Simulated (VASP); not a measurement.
Set up this calculation in VASP 6.6.1, as the native input.

- Task: single point
- Functional: PBE
- Potentials or basis: VASP PAW PBE potentials, release 64 (Cs_sv)
- Cutoff: 500 eV
- k mesh: 11 × 11 × 11
- Occupations: fermi-dirac, width 0.05 eV
- Spin: no spin polarisation
- Dipole correction: no
- Further INCAR settings: ALGO = Normal; EDIFF = 1e-06; NBANDS = 10

The structure of Cs lies in POSCAR:

```
Cs
1.0
   -3.0761324432      3.0761324432      3.0761324432
    3.0761324432     -3.0761324432      3.0761324432
    3.0761324432      3.0761324432     -3.0761324432
Cs
1
Direct
    0.0000000000      0.0000000000      0.0000000000
```

One way to write it, as run:

INCAR

```
PREC = Accurate
ENCUT = 500
EDIFF = 1E-6
ISMEAR = -1
SIGMA = 0.05
LREAL = False
LASPH = True
NELM = 120
ALGO = Normal
ISIF = 2
LWAVE = False
LCHARG = False
GGA = PE
NBANDS = 10
GGA_COMPAT = False
```

KPOINTS

```
regular mesh
0
Gamma
  11 11 11
```

Potentials or basis: VASP PAW PBE potentials, release 64 (Cs_sv).

The run is started by

```bash
$ cat potpaw_PBE.64/Cs_sv/POTCAR > POTCAR
$ mpirun -np 1 vasp_std > vasp.out
```

It gave:

```json
{
 "Pressure": "0.0 GPa",
 "Band gap on the k mesh": "zero (an odd number of electrons rules out a gap without spin polarisation)"
}
```

Caveat: spin-orbit coupling is left out, which moves the levels of the heavy elements.

Wall time 28 s on 1 thread of Intel(R) Xeon(R) 6975P-C (Granite Rapids) (shared host), peak memory 0.25 GiB.
